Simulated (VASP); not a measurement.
Input of a VASP 6.6.1 run:

File POSCAR:

```
Tl
1.0
    3.3367313132      0.0000000000      0.0000000000
   -1.6683656566      2.8896940829      0.0000000000
    0.0000000000      0.0000000000      5.3343288499
Tl
2
Direct
    0.3333333333      0.6666666667      0.2500000000
    0.6666666667      0.3333333333      0.7500000000
```

Contents of INCAR.step1:

```
SYSTEM = Tl
PREC = Accurate ; ENCUT = 520
ISMEAR = 0 ; SIGMA = 0.05
LREAL = .FALSE. ; LASPH = .TRUE.
NELM = 80 ; NBANDS = 20
GGA = PE ; ALGO = Normal
EDIFF = 1E-4 ; LWAVE = .TRUE.
LCHARG = .FALSE.
```

The input INCAR.step2:

```
SYSTEM = Tl
PREC = Accurate ; ENCUT = 520
EDIFF = 1E-6 ; ISMEAR = 0
SIGMA = 0.05 ; LREAL = .FALSE.
LASPH = .TRUE. ; NELM = 80
ALGO = Normal ; ISIF = 2
LWAVE = .FALSE. ; LCHARG = .FALSE.
METAGGA = R2SCAN ; LMIXTAU = .TRUE.
NBANDS = 20 ; ISTART = 1
```

File KPOINTS:

```
Automatic mesh
0
G
  12 12 6
  0 0 0
```

Potentials or basis: VASP PAW PBE potentials, release 64 (Tl_d).

Launch:

```sh
$ cat potpaw_PBE.64/Tl_d/POTCAR > POTCAR
$ cp INCAR.step1 INCAR
$ mpirun -np 1 vasp_std > vasp.out
$ cp INCAR.step2 INCAR
$ mpirun -np 1 vasp_std > vasp.out
```

What does it give for the band gap on the k mesh?

Zero (band 13 reaches 11.84 eV, above the bottom of band 14 at 5.04 eV).

Predict the pressure.

7.8 GPa.

Stress tensor (GPa, compression positive):
```
7.90 0.00 0.00
0.00 7.90 0.00
0.00 0.00 7.58
```

Caveat: the PAW data sets were made with another functional, which shifts forces and pressure a little; spin-orbit coupling is left out, which moves the levels of the heavy elements.
